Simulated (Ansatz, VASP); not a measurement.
**Two plane-wave programs on Fe**

```
Fe
1.0
    -1.37460    1.37460    1.37460
     1.37460   -1.37460    1.37460
     1.37460    1.37460   -1.37460
Fe
1
Direct
  0.00000 0.00000 0.00000
```

Alike in both runs: task single point; functional LDA; k mesh 16 × 16 × 16; occupations fermi-dirac, width 0.2 eV; collinear spin.

```csv
,VASP,Ansatz
version,VASP 6.6.1,Ansatz 0.2.0
potentials or method,"VASP PAW LDA potentials, release 64 (Fe_sv), cutoff 600 eV","plane waves (420 eV) with PAW, scalar-relativistic"
valence electrons in the cell,16,16
```

Ansatz gave:

| Property | Result |
| --- | --- |
| pressure (GPa) | -0.1 |
| net moment per atom (μB) | 1.89 |
| size of the moment on the site where the two differ most (μB) | 1.89 |

Problem. Which values does VASP return?

Solution. Pressure (GPa): -4.8; net moment per atom (μB): 1.83; size of the moment on the site where the two differ most (μB): 1.79.

Ansatz warns that its potentials were made for another functional, while VASP's fit it. LDA's correlation is that of Perdew and Zunger in VASP and of Perdew and Wang (1992) in Ansatz. Site moments also hang on the region over which each program counts them. One of these differences is far larger than is usual between the two programs; its cause wasn't traced.
